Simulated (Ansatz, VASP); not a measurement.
One calculation of MgS, two programs

```
CELL_PARAMETERS angstrom
0.00000 2.83312 2.91811
2.83312 0.00000 2.91811
2.83312 2.83312 0.00000
ATOMIC_POSITIONS crystal
Mg 0.00000 0.00000 0.00000
S 0.75000 0.75000 0.75000
```

Change from the starting cell: strain +0.000 along x and y, +0.030 along z, atoms carried along.

Alike in both runs: task single point; functional LDA; k mesh 8 × 8 × 8; occupations gaussian, width 0.05 eV; no spin polarisation.

|  | VASP | Ansatz |
| --- | --- | --- |
| version | VASP 6.6.1 | Ansatz 0.2.0 |
| potentials or method | VASP PAW LDA potentials, release 64 (Mg, S), cutoff 520 eV | scalar-relativistic, plane waves, PAW |
| valence electrons in the cell | 8 | 16 |

```csv
,VASP,Ansatz,Ansatz less VASP
gap on the k mesh at the Fermi level (eV),3.01,3.00,-0.010
least direct gap on the mesh (eV),3.01,3.00,-0.010
pressure (GPa),-4.0,-3.7,+0.33
"traceless stress, the component that is largest in VASP (GPa)",-0.51,-0.51,-0.008
```

LDA's correlation is that of Perdew and Zunger in VASP and of Perdew and Wang (1992) in Ansatz. VASP's potentials hold 8 valence electrons a cell and Ansatz's 16, so a difference there can come from the potentials and not from the codes.
